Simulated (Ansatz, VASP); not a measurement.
# TaN in VASP and in Ansatz

File INCAR:

```
SYSTEM = TaN
  ALGO = Normal
  EDIFF = 1E-6
  ENCUT = 700
  GGA = CA
  GGA_COMPAT = .False.
  ISIF = 2
  ISMEAR = 0
  ISPIN = 2
  LASPH = .True.
  LCHARG = .False.
  LDAU = .True.
  LDAUJ = 0 0
  LDAUL = 2 -1
  LDAUPRINT = 1
  LDAUTYPE = 2
  LDAUU = 3 0
  LMAXMIX = 4
  LORBIT = 11
  LREAL = .False.
  LWAVE = .False.
  MAGMOM = 0 0 0 0 0 0
  NBANDS = 40
  NELM = 200
  PREC = Accurate
  SIGMA = 0.05
```

Contents of KPOINTS:

```
k-points
0
Gamma
  4 4 6
  0 0 0
```

Contents of POSCAR:

```
TaN
1.0
    5.1960001500      0.0000000000      0.0000000000
   -2.5980000800      4.4998681300      0.0000000000
    0.0000000000      0.0000000000      2.9109996000
Ta N
3 3
Direct
    0.3333333333      0.6666666667      0.5000000000
    0.6666666667      0.3333333333      0.5000000000
    0.0000000000      0.0000000000      0.0000000000
    0.3928500000      0.0000000000      0.0000000000
    0.6071500000      0.6071500000      0.0000000000
    0.0000000000      0.3928500000      0.0000000000
```

Input for Ansatz:

```yaml
crystal:
  lattice:
    - [5.19600015, 0.0, 0.0]
    - [-2.59800008, 4.49986813, 0.0]
    - [0.0, 0.0, 2.9109996]
  atoms:
    - { symbol: Ta, position: [0.3333333333, 0.6666666667, 0.5], spin: 2.0 }
    - { symbol: Ta, position: [0.6666666667, 0.3333333333, 0.5], spin: 2.0 }
    - { symbol: Ta, position: [0.0, 0.0, 0.0], spin: 2.0 }
    - { symbol: "N", position: [0.39285, 0.0, 0.0] }
    - { symbol: "N", position: [0.60715, 0.60715, 0.0] }
    - { symbol: "N", position: [0.0, 0.39285, 0.0] }
basis:
  ecutwfc: 420
  ecutrho_ratio: 4
kpoints:
  mp_grid: { grid: [4, 4, 6] }
hamiltonian:
  xc: lda
  hubbard:
    sites:
      - { site: 0, l: d, u_eff: 3.0, starting_ns: [{ spin: up, occupation_matrix: s0up }, { spin: down, occupation_matrix: s0down }] }
      - { site: 1, l: d, u_eff: 3.0, starting_ns: [{ spin: up, occupation_matrix: s1up }, { spin: down, occupation_matrix: s1down }] }
      - { site: 2, l: d, u_eff: 3.0, starting_ns: [{ spin: up, occupation_matrix: s2up }, { spin: down, occupation_matrix: s2down }] }
    occupation_matrices:
      s0up:
        matrix:
          - [0.97, 0.0, 0.0, 0.0, 0.0]
          - [0.0, 0.02, 0.0, 0.0, 0.0]
          - [0.0, 0.0, 0.02, 0.0, 0.0]
          - [0.0, 0.0, 0.0, 0.02, 0.0]
          - [0.0, 0.0, 0.0, 0.0, 0.97]
      s0down:
        matrix:
          - [0.02, 0.0, 0.0, 0.0, 0.0]
          - [0.0, 0.02, 0.0, 0.0, 0.0]
          - [0.0, 0.0, 0.02, 0.0, 0.0]
          - [0.0, 0.0, 0.0, 0.02, 0.0]
          - [0.0, 0.0, 0.0, 0.0, 0.02]
      s1up:
        matrix:
          - [0.97, 0.0, 0.0, 0.0, 0.0]
          - [0.0, 0.02, 0.0, 0.0, 0.0]
          - [0.0, 0.0, 0.02, 0.0, 0.0]
          - [0.0, 0.0, 0.0, 0.02, 0.0]
          - [0.0, 0.0, 0.0, 0.0, 0.97]
      s1down:
        matrix:
          - [0.02, 0.0, 0.0, 0.0, 0.0]
          - [0.0, 0.02, 0.0, 0.0, 0.0]
          - [0.0, 0.0, 0.02, 0.0, 0.0]
          - [0.0, 0.0, 0.0, 0.02, 0.0]
          - [0.0, 0.0, 0.0, 0.0, 0.02]
      s2up:
        matrix:
          - [0.97, 0.0, 0.0, 0.0, 0.0]
          - [0.0, 0.02, 0.0, 0.0, 0.0]
          - [0.0, 0.0, 0.97, 0.0, 0.0]
          - [0.0, 0.0, 0.0, 0.02, 0.0]
          - [0.0, 0.0, 0.0, 0.0, 0.02]
      s2down:
        matrix:
          - [0.02, 0.0, 0.0, 0.0, 0.0]
          - [0.0, 0.02, 0.0, 0.0, 0.0]
          - [0.0, 0.0, 0.02, 0.0, 0.0]
          - [0.0, 0.0, 0.0, 0.02, 0.0]
          - [0.0, 0.0, 0.0, 0.0, 0.02]
    ns_hold: { iters: 10 }
scf:
  occupations: { method: gaussian, width: 0.05 }
  lower_state_search: "off"
  max_iter: 150
output:
  forces: true
  stress: true
  eigenvalues: true
  populations: true
  hubbard: { sites: [{ site: 0, l: d }, { site: 1, l: d }, { site: 2, l: d }] }
  write_density: true
  write_potential: true
  elf: true
  volumetric_format: npy
magnetization:
  spin_polarized: true
```

Alike in both runs: task single point; functional LDA; k mesh 4 × 4 × 6; occupations gaussian, width 0.05 eV; collinear spin; Hubbard terms Ta d U = 3.0 eV.

|  | VASP | Ansatz |
| --- | --- | --- |
| version | VASP 6.6.1 | Ansatz 0.2.0 |
| potentials or method | VASP PAW LDA potentials, release 64 (Ta_sv_GW, N), cutoff 700 eV | scalar-relativistic, plane waves, PAW |
| valence electrons in the cell | 54 | 54 |

VASP gave:

- gap on the k mesh at the Fermi level (eV): none
- pressure (GPa): 0.2
- traceless stress, the component that is largest in VASP (GPa): 0.05
- rms of the force components (eV/Å): 0.068

**Question.** Which values does Ansatz return?

**Answer.** gap on the k mesh at the Fermi level (eV): none; pressure (GPa): -7.3; traceless stress, the component that is largest in VASP (GPa): -0.91; rms of the force components (eV/Å): 0.021.

LDA's correlation is that of Perdew and Zunger in VASP and of Perdew and Wang (1992) in Ansatz. The programs project onto different local orbitals, so the same U acts differently, and such runs can settle in different states. Atom by atom the forces differ by 0.089 eV/Å (rms over components). A gap of «none» marks a metal or a gap that the smearing closes. Ansatz's warnings: filled band counts differ across k points, seeded moment not kept, specified occupation not kept, symmetry narrowed by occupation matrices.

Spin-orbit coupling is off throughout.
